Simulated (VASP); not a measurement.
# Hf (P6_3/mmc) in VASP: further runs, part 2 of 2

VASP 6.6.1. The steps go on from the part before.

**4. Elastic constants, PBE**

This run uses another cell than the first one, of 22.54 Å³/atom.

File INCAR:

```
  PREC = Accurate
  ENCUT = 600
  EDIFF = 1E-8
  ISMEAR = 0
  SIGMA = 0.1
  LREAL = False
  LASPH = True
  NELM = 60
  ALGO = Normal
  ISIF = 3
  LWAVE = False
  LCHARG = False
  GGA = PE
  IBRION = 6
  NFREE = 2
  POTIM = 0.015
  NSW = 1
  KPAR = 4
```

File KPOINTS:

```
regular mesh
0
Gamma
  16 16 10
```

File POSCAR:

```
Hf
1.0
    3.2051001026      0.0000000000      0.0000000000
   -1.6025500513      2.7756981105      0.0000000000
    0.0000000000      0.0000000000      5.0676415388
Hf
2
Direct
    0.3333333333      0.6666666667      0.2500000000
    0.6666666667      0.3333333333      0.7500000000
```

Potentials or basis: VASP PAW PBE potentials, release 64 (Hf_pv).

Started as:

```bash
> cat potpaw_PBE.64/Hf_pv/POTCAR > POTCAR
> mpirun -np 4 vasp_std > vasp.out
```

OUTCAR:

```text
PREC = Accurate
   ENCUT = 600
   EDIFF = 1E-8
   ISMEAR = 0
   LREAL = False
   LASPH = True
   NELM = 60
   ISIF = 3
   GGA = PE
   IBRION = 6
   NFREE = 2
   POTIM = 0.015
   NSW = 1

 ion  position               nearest neighbor table
   1  0.333  0.667  0.250-   2 3.14   2 3.14   2 3.14   2 3.14   2 3.14   2 3.14
   2  0.667  0.333  0.750-   1 3.14   1 3.14   1 3.14   1 3.14   1 3.14   1 3.14

  LATTYP: Found a hexagonal cell.
 ALAT       =     3.2051001026
 C/A-ratio  =     1.5811180233

  Lattice vectors:

 A1 = (   3.2051001026,   0.0000000000,   0.0000000000)
 A2 = (  -1.6025500513,   2.7756981105,   0.0000000000)
 A3 = (   0.0000000000,   0.0000000000,   5.0676415388)

Analysis of symmetry for initial positions (statically):
[... 842 lines left out ...]
  y     2.75035    -2.75035     0.00000     0.00000     0.00000     0.00000
  z     0.00000    -0.00000     0.00000     0.00000     0.00000     0.00000

 Eigenvectors and eigenvalues of the dynamical matrix
 ----------------------------------------------------

   1 f  =    2.881987 THz    18.108059 2PiTHz   96.132742 cm-1    11.918936 meV
             X         Y         Z           dx          dy          dz
     -0.000000  1.850465  1.266910    -0.000000   -0.000000   -0.707107
      1.602550  0.925233  3.800731     0.000000    0.000000    0.707107
[... 11 lines left out ...]
   4 f  =    0.000000 THz     0.000000 2PiTHz    0.000001 cm-1     0.000000 meV
             X         Y         Z           dx          dy          dz
     -0.000000  1.850465  1.266910    -0.009003    0.072954   -0.703276
      1.602550  0.925233  3.800731    -0.009003    0.072954   -0.703276

   5 f/i=    0.000000 THz     0.000000 2PiTHz    0.000001 cm-1     0.000000 meV
             X         Y         Z           dx          dy          dz
     -0.000000  1.850465  1.266910    -0.644685    0.287972    0.038125
      1.602550  0.925233  3.800731    -0.644685    0.287972    0.038125

   6 f/i=    0.000000 THz     0.000000 2PiTHz    0.000001 cm-1     0.000000 meV
             X         Y         Z           dx          dy          dz
     -0.000000  1.850465  1.266910     0.290345    0.641677    0.062848
      1.602550  0.925233  3.800731     0.290345    0.641677    0.062848

--------------------------------------------------------------------------------------------------------

 ELASTIC MODULI CONTR FROM IONIC RELAXATION (kBar)
 Direction    XX          YY          ZZ          XY          YZ          ZX
 --------------------------------------------------------------------------------
 XX        -121.8642    121.8642     -0.0000     -0.0000      0.0000      0.0000
 YY         121.8642   -121.8642      0.0000      0.0000      0.0000      0.0000
 ZZ          -0.0000      0.0000     -0.0000     -0.0000      0.0000      0.0000
 XY          -0.0000      0.0000     -0.0000   -121.8642      0.0000      0.0000
 YZ           0.0000      0.0000      0.0000      0.0000      0.0000      0.0000
 ZX           0.0000      0.0000      0.0000      0.0000      0.0000      0.0000
 --------------------------------------------------------------------------------

 TOTAL ELASTIC MODULI (kBar)
 Direction    XX          YY          ZZ          XY          YZ          ZX
 --------------------------------------------------------------------------------
 XX        1781.2318    734.9646    680.0433     -0.0000     -0.0000      0.0000
 YY         734.9646   1781.2318    680.0433      0.0000      0.0000      0.0000
 ZZ         680.0433    680.0433   1888.8589     -0.0000      0.0000     -0.0000
 XY          -0.0000      0.0000     -0.0000    523.1336      0.0000      0.0000
 YZ           0.0000      0.0000      0.0000     -0.0000    536.0562      0.0000
 ZX           0.0000      0.0000     -0.0000      0.0000      0.0000    536.0562
 --------------------------------------------------------------------------------
```

stdout:

```text
POSCAR found type information on POSCAR Hf
 POSCAR found :  1 types and       2 ions
 scaLAPACK will be used
 LDA part: xc-table for (Slater+PW92), standard interpolation
 POSCAR, INCAR and KPOINTS ok, starting setup
 FFT: planning ... GRIDC
 FFT: planning ... GRID_SOFT
 FFT: planning ... GRID
 WAVECAR not read
 entering main loop
 Found     2 degrees of freedom:
 Adding 6 more for cell shape distortion
 Finite differences POTIM= 0.01500 DOF=   8
 bond charge predicted
 Finite differences progress:
 bond charge predicted
 Finite differences progress:
 bond charge predicted
 Finite differences progress:
 bond charge predicted
 Finite differences progress:
 bond charge predicted
 Finite differences progress:
 bond charge predicted
 Finite differences progress:
 bond charge predicted
 Finite differences progress:
 bond charge predicted
 Finite differences progress:
 bond charge predicted
 Finite differences progress:
 bond charge predicted
 Finite differences progress:
 bond charge predicted
 Finite differences progress:
 bond charge predicted
 Finite differences progress:
 bond charge predicted
 Finite differences progress:
 bond charge predicted
 Finite differences progress:
 bond charge predicted
 Finite differences progress:
 bond charge predicted
 Finite differences progress:
```

Run time: 21 min. Hardware: 4 MPI ranks of Oxide Virtual Turin-like, shared host; peak memory 0.93 GiB.

What came out:

```yaml
Voigt_bulk_modulus: 107 GPa
Highest_phonon_frequency_at_Γ: 96 cm⁻¹
```

Phonon frequencies in cm⁻¹ (negative: imaginary):
```tsv
q point	frequencies
(0.000, 0.000, 0.000)	0 0 0 82 82 96
```

Elastic tensor in Voigt notation (GPa, in the Cartesian axes of the cell as first typed):
```
178  73  68   0   0   0
 73 178  68   0   0   0
 68  68 189   0   0   0
  0   0   0  54   0   0
  0   0   0   0  54   0
  0   0   0   0   0  52
```

Clamped-ion elastic tensor (GPa):
```
190  61  68   0   0   0
 61 190  68   0   0   0
 68  68 189   0   0   0
  0   0   0  54   0   0
  0   0   0   0  54   0
  0   0   0   0   0  64
```

Caveat: spin-orbit coupling is left out, which moves the levels of the heavy elements.
